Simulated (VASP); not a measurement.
# LiH (Fm-3m) in VASP: a series of runs

The runs below take LiH through single point, with PBE.

Program: VASP 6.6.1. These are calculated values, not measurements. Logs are shortened: lines on timing, memory, paths and dates and some standing lists are left out, and cuts for length are marked.

**1. The cell of the first run**

It takes space group Fm-3m (No. 225, cubic). Conventional cell: a = 4.072 Å, b = 4.072 Å, c = 4.072 Å, α = 90.00°, β = 90.00°, γ = 90.00°. Within 2.7 Å of Li (site symmetry m-3m) lie 6 H at 2.04 Å. Within 2.7 Å of H (site symmetry m-3m) lie 6 Li at 2.04 Å.

**2. Single point, PBE (volume changed by +5%)**

INCAR reads:

```
PREC = Accurate
ENCUT = 520
EDIFF = 1E-6
ISMEAR = 0
SIGMA = 0.01
LREAL = False
LASPH = True
NELM = 60
ALGO = Normal
ISIF = 2
LWAVE = False
LCHARG = False
GGA = PE
NBANDS = 9
```

KPOINTS reads:

```
regular mesh
0
Gamma
  6 6 6
```

POSCAR reads:

```
LiH
1.0
    0.0000000000      2.0358370457      2.0358370457
    2.0358370457      0.0000000000      2.0358370457
    2.0358370457      2.0358370457      0.0000000000
Li H
1 1
Direct
    0.0000000000      0.0000000000      0.0000000000
    0.5000000000      0.5000000000      0.5000000000
```

Potentials or basis: VASP PAW PBE potentials, release 64 (Li_sv, H).

On the command line:

```
cat potpaw_PBE.64/Li_sv/POTCAR potpaw_PBE.64/H/POTCAR > POTCAR
mpirun -np 1 vasp_std > vasp.out
```

OUTCAR:

```text
PREC = Accurate
   ENCUT = 520
   EDIFF = 1E-6
   ISMEAR = 0
   LREAL = False
   LASPH = True
   NELM = 60
   ISIF = 2
   GGA = PE

 ion  position               nearest neighbor table
   1  0.000  0.000  0.000-
   2  0.500  0.500  0.500-

  LATTYP: Found a face centered cubic cell.
 ALAT       =     4.0716740914

  Lattice vectors:

 A1 = (   0.0000000000,   2.0358370457,   2.0358370457)
 A2 = (   2.0358370457,   0.0000000000,   2.0358370457)
 A3 = (   2.0358370457,   2.0358370457,   0.0000000000)

Analysis of symmetry for initial positions (statically):
=====================================================================
 Subroutine PRICEL returns:
 Original cell was already a primitive cell.

 Routine SETGRP: Setting up the symmetry group for a
 face centered cubic supercell.

 Subroutine GETGRP returns: Found 48 space group operations
 (whereof 48 operations were pure point group operations)
 out of a pool of 48 trial point group operations.

The static configuration has the point symmetry O_h .

Analysis of symmetry for dynamics (positions and initial velocities):
=====================================================================
 Subroutine PRICEL returns:
 Original cell was already a primitive cell.

 Routine SETGRP: Setting up the symmetry group for a
 face centered cubic supercell.

 Subroutine GETGRP returns: Found 48 space group operations
 (whereof 48 operations were pure point group operations)
 out of a pool of 48 trial point group operations.

The dynamic configuration has the point symmetry O_h .

 Subroutine INISYM returns: Found 48 space group operations
 (whereof 48 operations are pure point group operations),
 and found     1 'primitive' translations

----------------------------------------------------------------------------------------

                                     Primitive cell

  volume of cell :      16.8756

  direct lattice vectors                    reciprocal lattice vectors
     0.000000000  2.035837046  2.035837046    -0.245599225  0.245599225  0.245599225
     2.035837046  0.000000000  2.035837046     0.245599225 -0.245599225  0.245599225
     2.035837046  2.035837046  0.000000000     0.245599225  0.245599225 -0.245599225

  length of vectors
     2.879108361  2.879108361  2.879108361     0.425390335  0.425390335  0.425390335

  position of ions in fractional coordinates (direct lattice)
     0.000000000  0.000000000  0.000000000
     0.500000000  0.500000000  0.500000000

  ion indices of the primitive-cell ions
   primitive index   ion index
                 1           1
                 2           2

----------------------------------------------------------------------------------------

 KPOINTS: regular mesh

Automatic generation of k-mesh.
 Grid dimensions read from file:
 generate k-points for:    6    6    6

 Generating k-lattice:

  Cartesian coordinates                     Fractional coordinates (reciprocal lattice)
    -0.040933204  0.040933204  0.040933204     0.166666667  0.000000000  0.000000000
     0.040933204 -0.040933204  0.040933204     0.000000000  0.166666667  0.000000000
     0.040933204  0.040933204 -0.040933204     0.000000000  0.000000000  0.166666667

  Length of vectors
     0.070898389  0.070898389  0.070898389

  Shift w.r.t. Gamma in fractional coordinates (k-lattice)
     0.000000000  0.000000000  0.000000000

 Subroutine IBZKPT returns following result:
 ===========================================

 Found     16 irreducible k-points:

 Following reciprocal coordinates:
            Coordinates               Weight
  0.000000  0.000000  0.000000      1.000000
  0.166667  0.000000  0.000000      8.000000
  0.333333  0.000000  0.000000      8.000000
  0.500000  0.000000  0.000000      4.000000
  0.166667  0.166667  0.000000      6.000000
  0.333333  0.166667  0.000000     24.000000
[... 8 lines left out ...]
 -0.333333  0.333333  0.166667     24.000000
 -0.333333  0.500000  0.166667     12.000000
   k-points           NKPTS =     16   k-points in BZ     NKDIM =     16   number of bands    NBANDS=      9
   number of dos      NEDOS =    301   number of ions     NIONS =      2
   total plane-waves  NPLWV =  13824
   dimension x,y,z NGX =    24 NGY =   24 NGZ =   24
   dimension x,y,z NGXF=    48 NGYF=   48 NGZF=   48
   ions per type =               1   1
   NGX,Y,Z   is equivalent  to a cutoff of  13.86, 13.86, 13.86 a.u.
   NGXF,Y,Z  is equivalent  to a cutoff of  27.72, 27.72, 27.72 a.u.
 SYSTEM =  unknown system
   PREC   = accura    normal or accurate (medium, high low for compatibility)
   ISTART =      0    job   : 0-new  1-cont  2-samecut
   ICHARG =      2    charge: 1-file 2-atom 10-const
   ISPIN  =      1    spin polarized calculation?
   LNONCOLLINEAR =      F non collinear calculations
   LSORBIT =      F    spin-orbit coupling
   LASPH  =      T    aspherical Exc in radial PAW
   ENCUT  =  520.0 eV  38.22 Ry    6.18 a.u.   5.35  5.35  5.35*2*pi/ulx,y,z
   NELM   =     60;   NELMIN=  2; NELMDL= -5     # of ELM steps
   EDIFF  = 0.1E-05   stopping-criterion for ELM
   LREAL  =      F    real-space projection
   EDIFFG = 0.1E-04   stopping-criterion for IOM
   NSW    =      0    number of steps for IOM
   IBRION =     -1    ionic relax: 0-MD 1-quasi-New 2-CG
   NFREE  =      0    steps in history (QN), initial steepest desc. (CG)
   ISIF   =      2    stress and relaxation
   ISYM   =      2    0-nonsym 1-usesym 2-fastsym
   POTIM  = 0.5000    time-step for ionic-motion
   TEBEG  =    0.0;   TEEND  =   0.0 temperature during run
   PSTRESS=    0.0 pullay stress
   NELECT =       4.0000    total number of electrons
   NUPDOWN=      -1.0000    fix difference up-down
   EMIN   =  10.00;   EMAX   =-10.00  energy-range for DOS
   EFERMI =   0.00;   METHOD = LEGACY
   ISMEAR =     0;   SIGMA  =   0.01  broadening in eV -4-tet -1-fermi 0-gaus
   EFERMI_NEDOS =   21; number of points for ismear=-14 and -15
   IALGO  =     38    algorithm
   IMIX   =      4    mixing-type and parameters
     AMIX     =   0.40;   BMIX     =  1.00
     AMIX_MAG =   1.60;   BMIX_MAG =  1.00
  volume/ion in A,a.u.               =       8.44        56.94
  Fermi-wavevector in a.u.,A,eV,Ry     =   1.013153  1.914582 13.966102  1.026480
  Thomas-Fermi vector in A             =   2.146305
   LORBIT       =      0    0 simple, 1 ext, 2 COOP (PROOUT), +10 PAW based schemes
   GGA     = PE    functional components
   LHFCALC =     F    Hartree Fock is set to
   AEXX    =    0.0000 exact exchange contribution
   IVDW    =     0    specifies the selected vdW correction
   LEPSILON=     F    determine dielectric tensor
   LRPA    =     F    only Hartree local field effects (RPA)
 non-spin polarized calculation
 Gauss-broadening in eV      SIGMA  =   0.01
  energy-cutoff  :      520.00
  volume of cell :       16.88
 maximum number of plane-waves:       464
 NGX is ok and might be reduce to    24
   NGX = 11   NGY = 11   NGZ = 11

 number of electron       3.9999999 magnetization

 Free energy of the ion-electron system (eV)
  ---------------------------------------------------
  ext. energy  EPLUGINS =         0.00000000
  ---------------------------------------------------
  free energy    TOTEN  =        -6.12206065 eV

  energy without entropy =       -6.12206065  energy(sigma->0) =       -6.12206065

 E-fermi :   0.1077     XC(G=0):  -8.3611

 val. band max:       -0.1203627710   @ k =   0.5000   0.5000   0.0000
 cond. band min:       2.8898000481   @ k =   0.5000   0.5000   0.0000
 fundamental gap:      3.0101628190
 Fermi energy:         0.1077219893

 k-point     1 :       0.0000    0.0000    0.0000
  band No.  band energies     occupation
      1     -44.4626      2.00000
      2      -5.3767      2.00000
      3      15.3704      0.00000
      4      17.2959      0.00000
      5      17.2959      0.00000
      6      17.2959      0.00000
      7      21.9268      0.00000
      8      21.9268      0.00000
      9      21.9269      0.00000

 k-point     2 :       0.1667    0.0000    0.0000
  band No.  band energies     occupation
      1     -44.4529      2.00000
      2      -4.8996      2.00000
      3      12.0156      0.00000
      4      15.4221      0.00000
      5      16.5100      0.00000
      6      16.5100      0.00000
      7      21.7917      0.00000
      8      23.1093      0.00000
      9      23.1093      0.00000

 k-point     3 :       0.3333    0.0000    0.0000
  band No.  band energies     occupation
      1     -44.4335      2.00000
      2      -3.6162      2.00000
      3       7.0225      0.00000
      4      13.7603      0.00000
      5      15.9069      0.00000
      6      15.9069      0.00000
      7      19.9518      0.00000
      8      19.9518      0.00000
      9      24.2156      0.00000

 k-point     4 :       0.5000    0.0000    0.0000
  band No.  band energies     occupation
      1     -44.4239      2.00000
      2      -2.6178      2.00000
      3       4.6881      0.00000
      4      13.1416      0.00000
      5      15.9561      0.00000
      6      15.9561      0.00000
      7      18.4944      0.00000
      8      18.4944      0.00000
      9      26.3532      0.00000
[... 109 lines left out ...]
 k-point    14 :       0.5000    0.3333    0.1667
  band No.  band energies     occupation
      1     -44.4210      2.00000
      2      -2.2698      2.00000
      3       6.8924      0.00000
      4       7.7841      0.00000
      5      12.4189      0.00000
      6      16.6478      0.00000
      7      20.1814      0.00000
      8      24.3537      0.00000
      9      28.1523      0.00000

 k-point    15 :      -0.3333    0.3333    0.1667
  band No.  band energies     occupation
      1     -44.4147      2.00000
      2      -1.1501      2.00000
      3       4.9929      0.00000
      4       6.8387      0.00000
      5      11.9935      0.00000
      6      16.3455      0.00000
      7      23.0888      0.00000
      8      24.8257      0.00000
      9      26.6787      0.00000

 k-point    16 :      -0.3333    0.5000    0.1667
  band No.  band energies     occupation
      1     -44.4118      2.00000
      2      -0.2781      2.00000
      3       3.8776      0.00000
      4       6.8016      0.00000
      5      11.0938      0.00000
      6      16.8508      0.00000
      7      19.2169      0.00000
      8      28.0086      0.00000
      9      28.1319      0.00000

------------------------ aborting loop because EDIFF is reached ----------------------------------------

  FORCE on cell =-STRESS in cart. coord.  units (eV):
  Direction    XX          YY          ZZ          XY          YZ          ZX
  --------------------------------------------------------------------------------------
  -------------------------------------------------------------------------------------
  Total       -0.1902719     -0.1902719     -0.1902719      0.0000000      0.0000000      0.0000000
  in kB      -18.0645100    -18.0645100    -18.0645100      0.0000000      0.0000000      0.0000000
  external PRESSURE =     -18.0645100 kB  Pullay stress =       0.0000000 kB

 VOLUME and BASIS-vectors are now :
 -----------------------------------------------------------------------------
  energy-cutoff  :      520.00
  volume of cell :       16.88
      direct lattice vectors                 reciprocal lattice vectors
     0.000000000  2.035837046  2.035837046    -0.245599225  0.245599225  0.245599225
     2.035837046  0.000000000  2.035837046     0.245599225 -0.245599225  0.245599225
     2.035837046  2.035837046  0.000000000     0.245599225  0.245599225 -0.245599225

 POSITION                                       TOTAL-FORCE (eV/Angst)
 -----------------------------------------------------------------------------------
      0.00000      0.00000      0.00000        -0.000000     -0.000000     -0.000000
      2.03584      2.03584      2.03584         0.000000      0.000000      0.000000
 -----------------------------------------------------------------------------------
    total drift:                                0.000000     -0.000000     -0.000000

  FREE ENERGIE OF THE ION-ELECTRON SYSTEM (eV)
  ---------------------------------------------------
  free  energy   TOTEN  =        -6.1220606532 eV

  energy  without entropy=       -6.1220606532  energy(sigma->0) =       -6.12206065
```

It took 8.1 s on 1 thread of AMD EPYC 7R13, shared host; peak memory 0.1 GiB.

What came out:

```yaml
Free_energy: -6.1221 eV
Band_gap_on_the_k_mesh: 3.01 eV, direct
```

Levels at points of the mesh, in eV from the valence-band top:
| k point | band 1 | band 2 | band 3 | band 4 | band 5 |
| --- | --- | --- | --- | --- | --- |
| (0.00, 0.00, 0.00) | -44.34 | -5.26 | 15.49 | 17.42 | 17.42 |
| (0.50, 0.00, 0.00) | -44.30 | -2.50 | 4.81 | 13.26 | 16.08 |
| (0.50, 0.50, 0.00) | -44.29 | 0.00 | 3.01 | 10.59 | 10.59 |

Caveat: the k points lie up to 0.45 Å⁻¹ apart; the cutoff is under 1.25 times the usual one of these potentials, so pressure, stress and relaxed cells hold a basis-set (Pulay) error. A k mesh can miss the band edges.

[end of part 1 of 2]
